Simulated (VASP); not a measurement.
# LiBe (P2_1/m) in VASP: a series of runs

The runs below take LiBe through single point, with PBE, PBEsol, RPBE.

Everything below comes from runs of VASP 6.6.1. Logs are shortened: lines on timing, memory, paths and dates and some standing lists are left out, and cuts for length are marked.

## (1) The cell of the first run

It takes space group P2_1/m (No. 11, monoclinic). Conventional cell: a = 2.296 Å, b = 3.613 Å, c = 5.528 Å, α = 90.00°, β = 94.17°, γ = 90.00°. Be (site symmetry m) has 6 Be at 2.28 to 2.32 Å and 5 Li at 2.33 to 2.65 Å within 3.0 Å. Within 3.0 Å of Li (site symmetry m) lie 6 Li at 2.30 to 2.82 Å and 5 Be at 2.33 to 2.65 Å.

## (2) Single point, PBE

Contents of POSCAR:

```
LiBe
1.0
    2.2959861536      0.0000000000      0.0000000000
    0.0000000000      3.6127729800      0.0000000000
   -0.4017425219      0.0000000000      5.5135259934
Be Li
2 2
Direct
    0.2435819200      0.7500000000      0.4238283600
    0.7564180800      0.2500000000      0.5761716400
    0.2631524400      0.7500000000      0.8451422600
    0.7368475600      0.2500000000      0.1548577400
```

Contents of INCAR.step1:

```
SYSTEM = LiBe
PREC = Accurate
ENCUT = 520
EDIFF = 1E-6
ISMEAR = -1
SIGMA = 0.05
LREAL = .FALSE.
LASPH = .TRUE.
NELM = 100
ALGO = Normal
ISIF = 2
LWAVE = .FALSE.
LCHARG = .TRUE.
GGA = PE
NBANDS = 13
```

Contents of KPOINTS.step1:

```
Automatic mesh
0
G
  7 4 3
  0 0 0
```

Contents of INCAR.step2:

```
SYSTEM = LiBe
PREC = Accurate
ENCUT = 520
EDIFF = 1E-6
ISMEAR = -5
SIGMA = 0.05
LREAL = .FALSE.
LASPH = .TRUE.
NELM = 100
ALGO = Normal
ISIF = 2
LWAVE = .FALSE.
LCHARG = .FALSE.
GGA = PE
LORBIT = 10
NBANDS = 13
NEDOS = 2001
ICHARG = 11
```

Contents of KPOINTS.step2:

```
Automatic mesh
0
G
  11 6 5
  0 0 0
```

Potentials or basis: VASP PAW PBE potentials, release 64 (Be, Li_sv).

Started as:

```sh
cat potpaw_PBE.64/Be/POTCAR potpaw_PBE.64/Li_sv/POTCAR > POTCAR
cp INCAR.step1 INCAR
cp KPOINTS.step1 KPOINTS
mpirun -np 1 vasp_std > vasp.out
cp INCAR.step2 INCAR
cp KPOINTS.step2 KPOINTS
mpirun -np 1 vasp_std > vasp.out
```

OUTCAR:

```text
SYSTEM = LiBe
   PREC = Accurate
   ENCUT = 520
   EDIFF = 1E-6
   ISMEAR = -5
   LREAL = .FALSE.
   LASPH = .TRUE.
   NELM = 100
   ISIF = 2
   GGA = PE
   LORBIT = 10
   ICHARG = 11

 ion  position               nearest neighbor table
   1  0.244  0.750  0.424-   2 2.28   2 2.28   2 2.32   2 2.32   3 2.33
   2  0.756  0.250  0.576-   1 2.28   1 2.28   1 2.32   1 2.32   4 2.33
   3  0.263  0.750  0.845-   1 2.33
   4  0.737  0.250  0.155-   2 2.33

  LATTYP: Found a simple monoclinic cell.
 ALAT       =     2.2959861536
 B/A-ratio  =     1.5735168848
 C/A-ratio  =     2.4077423434
 COS(beta)  =    -0.0726722366

  Lattice vectors:

 A1 = (   2.2959861536,   0.0000000000,   0.0000000000)
 A2 = (   0.0000000000,   3.6127729800,   0.0000000000)
 A3 = (  -0.4017425219,   0.0000000000,   5.5135259934)

Analysis of symmetry for initial positions (statically):
=====================================================================
 Subroutine PRICEL returns:
 Original cell was already a primitive cell.

 Routine SETGRP: Setting up the symmetry group for a
 simple monoclinic supercell.

 Subroutine GETGRP returns: Found  4 space group operations
 (whereof  2 operations were pure point group operations)
 out of a pool of  4 trial point group operations.

The static configuration has the point symmetry S_2 .
 The point group associated with its full space group is C_2h.

Analysis of symmetry for dynamics (positions and initial velocities):
=====================================================================
 Subroutine PRICEL returns:
 Original cell was already a primitive cell.

 Routine SETGRP: Setting up the symmetry group for a
 simple monoclinic supercell.

 Subroutine GETGRP returns: Found  4 space group operations
 (whereof  2 operations were pure point group operations)
 out of a pool of  4 trial point group operations.

The dynamic configuration has the point symmetry S_2 .
 The point group associated with its full space group is C_2h.

 Subroutine INISYM returns: Found  4 space group operations
 (whereof  2 operations are pure point group operations),
 and found     1 'primitive' translations

----------------------------------------------------------------------------------------

                                     Primitive cell

  volume of cell :      45.7340

  direct lattice vectors                    reciprocal lattice vectors
     2.295986154  0.000000000  0.000000000     0.435542696  0.000000000  0.031735775
     0.000000000  3.612772980  0.000000000     0.000000000  0.276795693  0.000000000
    -0.401742522  0.000000000  5.513525993     0.000000000  0.000000000  0.181372138

  length of vectors
     2.295986154  3.612772980  5.528143082     0.436697378  0.276795693  0.181372138

  position of ions in fractional coordinates (direct lattice)
     0.243581920  0.750000000  0.423828360
     0.756418080  0.250000000  0.576171640
     0.263152440  0.750000000  0.845142260
     0.736847560  0.250000000  0.154857740

  ion indices of the primitive-cell ions
   primitive index   ion index
                 1           1
                 2           2
                 3           3
                 4           4

----------------------------------------------------------------------------------------

 KPOINTS: Automatic mesh

Automatic generation of k-mesh.
 Grid dimensions read from file:
 generate k-points for:   11    6    5

 Generating k-lattice:

  Cartesian coordinates                     Fractional coordinates (reciprocal lattice)
     0.039594791  0.000000000  0.002885070     0.090909091  0.000000000  0.000000000
     0.000000000  0.046132615  0.000000000     0.000000000  0.166666667  0.000000000
     0.000000000  0.000000000  0.036274428     0.000000000  0.000000000  0.200000000

  Length of vectors
     0.039699762  0.046132615  0.036274428

  Shift w.r.t. Gamma in fractional coordinates (k-lattice)
     0.000000000  0.000000000  0.000000000

 TETIRR: Found    981 inequivalent tetrahedra from     1980

 Subroutine IBZKPT returns following result:
 ===========================================

 Found    112 irreducible k-points:

 Following reciprocal coordinates:
            Coordinates               Weight
  0.000000  0.000000  0.000000      1.000000
  0.090909  0.000000 -0.000000      2.000000
  0.181818  0.000000  0.000000      2.000000
  0.272727  0.000000  0.000000      2.000000
  0.363636  0.000000 -0.000000      2.000000
  0.454545  0.000000  0.000000      2.000000
[... 16 lines left out ...]
  0.363636  0.500000 -0.000000      2.000000
  0.454545  0.500000  0.000000      2.000000
 [... further k-points ...]
   k-points           NKPTS =    112   k-points in BZ     NKDIM =    112   number of bands    NBANDS=     13
   number of dos      NEDOS =   2001   number of ions     NIONS =      4
   total plane-waves  NPLWV =  21168
   dimension x,y,z NGX =    18 NGY =   28 NGZ =   42
   dimension x,y,z NGXF=    36 NGYF=   56 NGZF=   84
   ions per type =               2   2
   NGX,Y,Z   is equivalent  to a cutoff of  13.03, 12.88, 12.63 a.u.
   NGXF,Y,Z  is equivalent  to a cutoff of  26.07, 25.77, 25.26 a.u.
 SYSTEM =  LiBe
   PREC   = accura    normal or accurate (medium, high low for compatibility)
   ISTART =      0    job   : 0-new  1-cont  2-samecut
   ICHARG =     11    charge: 1-file 2-atom 10-const
   ISPIN  =      1    spin polarized calculation?
   LNONCOLLINEAR =      F non collinear calculations
   LSORBIT =      F    spin-orbit coupling
   LASPH  =      T    aspherical Exc in radial PAW
   ENCUT  =  520.0 eV  38.22 Ry    6.18 a.u.   4.27  6.72 10.28*2*pi/ulx,y,z
   NELM   =    100;   NELMIN=  2; NELMDL=  0     # of ELM steps
   EDIFF  = 0.1E-05   stopping-criterion for ELM
   LREAL  =      F    real-space projection
   EDIFFG = 0.1E-04   stopping-criterion for IOM
   NSW    =      0    number of steps for IOM
   IBRION =     -1    ionic relax: 0-MD 1-quasi-New 2-CG
   NFREE  =      0    steps in history (QN), initial steepest desc. (CG)
   ISIF   =      2    stress and relaxation
   ISYM   =      2    0-nonsym 1-usesym 2-fastsym
   POTIM  = 0.5000    time-step for ionic-motion
   TEBEG  =    0.0;   TEEND  =   0.0 temperature during run
   PSTRESS=    0.0 pullay stress
   NELECT =      10.0000    total number of electrons
   NUPDOWN=      -1.0000    fix difference up-down
   EMIN   =  10.00;   EMAX   =-10.00  energy-range for DOS
   EFERMI =   0.00;   METHOD = LEGACY
   ISMEAR =    -5;   SIGMA  =   0.05  broadening in eV -4-tet -1-fermi 0-gaus
   EFERMI_NEDOS =   21; number of points for ismear=-14 and -15
   IALGO  =     38    algorithm
   IMIX   =      4    mixing-type and parameters
     AMIX     =   0.40;   BMIX     =  1.00
     AMIX_MAG =   1.60;   BMIX_MAG =  1.00
  volume/ion in A,a.u.               =      11.43        77.16
  Fermi-wavevector in a.u.,A,eV,Ry     =   0.986268  1.863777 13.234727  0.972725
  Thomas-Fermi vector in A             =   2.117637
   LORBIT       =     10    0 simple, 1 ext, 2 COOP (PROOUT), +10 PAW based schemes
   GGA     = PE    functional components
   LHFCALC =     F    Hartree Fock is set to
   AEXX    =    0.0000 exact exchange contribution
   IVDW    =     0    specifies the selected vdW correction
   LEPSILON=     F    determine dielectric tensor
   LRPA    =     F    only Hartree local field effects (RPA)
 non-spin polarized calculation
 Fermi weights with tetrahedron method with Bloechl corrections
  energy-cutoff  :      520.00
  volume of cell :       45.73
 maximum number of plane-waves:      1243
 NGX is ok and might be reduce to    18

 number of electron       9.9999987 magnetization

 Free energy of the ion-electron system (eV)
  ---------------------------------------------------
  ext. energy  EPLUGINS =         0.00000000
  ---------------------------------------------------
  free energy    TOTEN  =       -10.71015687 eV

  energy without entropy =      -10.71015687  energy(sigma->0) =      -10.71015687

 E-fermi :   3.1526     XC(G=0):  -8.9325

 val. band max:        3.2435936966   @ k =  -0.2727   0.0000   0.2000
 cond. band min:       2.9112859428   @ k =   0.2727   0.1667   0.0000
 fundamental gap:     -0.3323077538
 Fermi energy:         3.1525795224

 k-point     1 :       0.0000    0.0000    0.0000
  band No.  band energies     occupation
      1     -43.0005      2.00000
      2     -42.9571      2.00000
      3      -4.3320      2.00000
      4       0.1503      2.00000
      5       0.9935      2.00000
      6       2.4827      2.00000
      7       7.5887      0.00000
      8       8.8274      0.00000
      9       9.1301      0.00000
     10       9.8873      0.00000
     11      13.3675      0.00000
     12      13.8120      0.00000
     13      15.7607      0.00000

 k-point     2 :       0.0909    0.0000   -0.0000
  band No.  band energies     occupation
      1     -42.9910      2.00000
      2     -42.9493      2.00000
      3      -4.1605      2.00000
      4       0.3299      2.00000
      5       1.1848      2.00000
      6       2.7108      2.00375
      7       7.6132      0.00000
      8       9.0002      0.00000
      9       9.4107      0.00000
     10      10.0721      0.00000
     11      13.1616      0.00000
[... 339 lines left out ...]
 k-point    24 :       0.4545    0.5000    0.0000
  band No.  band energies     occupation
      1     -42.8715      2.00000
      2     -42.8715      2.00000
      3       1.2654      2.00000
      4       1.2654      2.00000
      5       6.1701     -0.00682
      6       6.1701      0.00000
      7       6.4068      0.00000
      8       6.4068      0.00000
      9       7.2866      0.00000
     10       7.2866      0.00000
     11       9.5709      0.00000
     12       9.5709      0.00000
     13      14.1574      0.00000

 [... further k-points ...]

------------------------ aborting loop because EDIFF is reached ----------------------------------------

  FORCE on cell =-STRESS in cart. coord.  units (eV):
  Direction    XX          YY          ZZ          XY          YZ          ZX
  --------------------------------------------------------------------------------------
  -------------------------------------------------------------------------------------
  Total       -0.3895731      0.2254985     -0.2155927      0.0000000      0.0000000      0.0793939
  in kB      -13.6477240      7.8997763     -7.5527531      0.0000000      0.0000000      2.7813660
  external PRESSURE =      -4.4335669 kB  Pullay stress =       0.0000000 kB

 VOLUME and BASIS-vectors are now :
 -----------------------------------------------------------------------------
  energy-cutoff  :      520.00
  volume of cell :       45.73
      direct lattice vectors                 reciprocal lattice vectors
     2.295986154  0.000000000  0.000000000     0.435542696  0.000000000  0.031735775
     0.000000000  3.612772980  0.000000000     0.000000000  0.276795693  0.000000000
    -0.401742522  0.000000000  5.513525993     0.000000000  0.000000000  0.181372138

 POSITION                                       TOTAL-FORCE (eV/Angst)
 -----------------------------------------------------------------------------------
      0.38899      2.70958      2.33679        -0.000524     -0.000000     -0.002501
      1.50525      0.90319      3.17674         0.000524     -0.000000      0.002501
      0.26466      2.70958      4.65971        -0.007001     -0.000000      0.004304
      1.62958      0.90319      0.85381         0.007001      0.000000     -0.004304
 -----------------------------------------------------------------------------------
    total drift:                                0.000000      0.000000     -0.000000

  FREE ENERGIE OF THE ION-ELECTRON SYSTEM (eV)
  ---------------------------------------------------
  free  energy   TOTEN  =       -10.7101568710 eV

  energy  without entropy=      -10.7101568710  energy(sigma->0) =      -10.71015687

 total charge

# of ion       s       p       d       tot
------------------------------------------
    1        0.401   0.601   0.000   1.002
    2        0.401   0.601   0.000   1.002
    3        2.042   0.079   0.000   2.121
    4        2.042   0.079   0.000   2.121
--------------------------------------------------
tot          4.886   1.359   0.000   6.245
```

Wall time 31 s (1 thread of Intel Xeon Platinum 8488C (Sapphire Rapids), shared host); peak memory 0.18 GiB.

Results:

| Quantity | Value |
| --- | --- |
| Valence electrons inside the program's atomic spheres | Be 1.00; Li 2.12 |

Levels at points of the mesh, in eV from the Fermi level:
| k point | band 3 | band 4 | band 5 | band 6 | band 7 | band 8 |
| --- | --- | --- | --- | --- | --- | --- |
| (0.00, 0.00, 0.00) | -7.48 | -3.00 | -2.16 | -0.67 | 4.44 | 5.67 |
| (0.00, 0.50, 0.00) | -5.40 | -5.40 | -1.99 | -1.99 | 2.36 | 2.36 |

Caveat: the k points lie up to 0.43 Å⁻¹ apart; the cutoff is under 1.25 times the usual one of these potentials, so pressure, stress and relaxed cells hold a basis-set (Pulay) error; tetrahedron occupations give inexact forces and stress in metals.

## (3) Single point, PBEsol

POSCAR is that of step 2.

Contents of INCAR.step1:

```
PREC = Accurate ; ENCUT = 520
EDIFF = 1E-6 ; ISMEAR = -1
SIGMA = 0.05 ; LREAL = False
LASPH = True ; NELM = 100
ALGO = Normal ; ISIF = 2
LWAVE = False ; LCHARG = True
GGA = PS ; NBANDS = 13
```

Contents of KPOINTS.step1:

```
regular mesh
0
Gamma
  7 4 3
```

Contents of INCAR.step2:

```
PREC = Accurate ; ENCUT = 520
EDIFF = 1E-6 ; ISMEAR = -5
SIGMA = 0.05 ; LREAL = False
LASPH = True ; NELM = 100
ALGO = Normal ; ISIF = 2
LWAVE = False ; LCHARG = False
GGA = PS ; LORBIT = 11
NEDOS = 2001 ; ICHARG = 11
```

Contents of KPOINTS.step2:

```
regular mesh
0
Gamma
  11 6 5
```

Potentials or basis: VASP PAW PBE potentials, release 64 (Be, Li_sv).

Started as:

```sh
cat potpaw_PBE.64/Be/POTCAR potpaw_PBE.64/Li_sv/POTCAR > POTCAR
cp INCAR.step1 INCAR
cp KPOINTS.step1 KPOINTS
mpirun -np 1 vasp_std > vasp.out
cp INCAR.step2 INCAR
cp KPOINTS.step2 KPOINTS
mpirun -np 1 vasp_std > vasp.out
```

Run time: 27 s. Hardware: 1 thread of Intel Xeon Platinum 8488C (Sapphire Rapids), shared host; peak memory 0.17 GiB.

The run converged. Its results:

| Property | Result |
| --- | --- |
| Valence electrons inside the program's atomic spheres | Be 1.01; Li 2.13 |

Levels at points of the mesh, in eV from the Fermi level:
```
           k point  band 2  band 3  band 4  band 5  band 6  band 7  band 8  band 9
(0.00, 0.00, 0.00)  -45.46   -7.47   -3.00   -2.15   -0.67    4.45    5.66    5.97
(0.00, 0.50, 0.00)  -45.49   -5.39   -5.39   -1.99   -1.99    2.38    2.38   10.90
```

Caveat: the k points lie up to 0.43 Å⁻¹ apart; the cutoff is under 1.25 times the usual one of these potentials, so pressure, stress and relaxed cells hold a basis-set (Pulay) error; the PAW data sets were made with another functional, which shifts forces and pressure a little; tetrahedron occupations give inexact forces and stress in metals.

## (4) Single point, RPBE

POSCAR is that of step 3.

Contents of INCAR.step1:

```
SYSTEM = LiBe
PREC = Accurate ; ENCUT = 520
EDIFF = 1E-6 ; ISMEAR = -1
SIGMA = 0.05 ; LREAL = .FALSE.
LASPH = .TRUE. ; NELM = 100
ALGO = Normal ; ISIF = 2
LWAVE = .FALSE. ; LCHARG = .TRUE.
GGA = RP ; NBANDS = 13
```

Contents of KPOINTS.step1:

```
Automatic mesh
0
G
  7 4 3
  0 0 0
```

Contents of INCAR.step2:

```
SYSTEM = LiBe
PREC = Accurate ; ENCUT = 520
EDIFF = 1E-6 ; ISMEAR = -5
SIGMA = 0.05 ; LREAL = .FALSE.
LASPH = .TRUE. ; NELM = 100
ALGO = Normal ; ISIF = 2
LWAVE = .FALSE. ; LCHARG = .FALSE.
GGA = RP ; LORBIT = 10
NBANDS = 13 ; NEDOS = 1001
ICHARG = 11
```

Contents of KPOINTS.step2:

```
Automatic mesh
0
G
  11 6 5
  0 0 0
```

Started as:

```sh
cat potpaw_PBE.64/Be/POTCAR potpaw_PBE.64/Li_sv/POTCAR > POTCAR
cp INCAR.step1 INCAR
cp KPOINTS.step1 KPOINTS
mpirun -np 1 vasp_std > vasp.out
cp INCAR.step2 INCAR
cp KPOINTS.step2 KPOINTS
mpirun -np 1 vasp_std > vasp.out
```

Run time: 42 s. Hardware: 1 thread of Intel Xeon Platinum 8488C (Sapphire Rapids), shared host; peak memory 0.17 GiB.

The run converged. Its results:

* Valence electrons inside the program's atomic spheres: Be 1.00; Li 2.10

Levels at points of the mesh, in eV from the Fermi level:
```tsv
k point	band 1	band 2	band 3	band 4	band 5	band 6	band 7	band 8	band 9	band 10
(0.00, 0.00, 0.00)	-46.37	-46.33	-7.53	-3.02	-2.17	-0.66	4.40	5.72	6.00	6.78
(0.00, 0.50, 0.00)	-46.35	-46.35	-5.44	-5.44	-2.00	-2.00	2.36	2.36	11.00	11.00
```

Caveat: the k points lie up to 0.43 Å⁻¹ apart; the cutoff is under 1.25 times the usual one of these potentials, so pressure, stress and relaxed cells hold a basis-set (Pulay) error; the PAW data sets were made with another functional, which shifts forces and pressure a little; tetrahedron occupations give inexact forces and stress in metals.
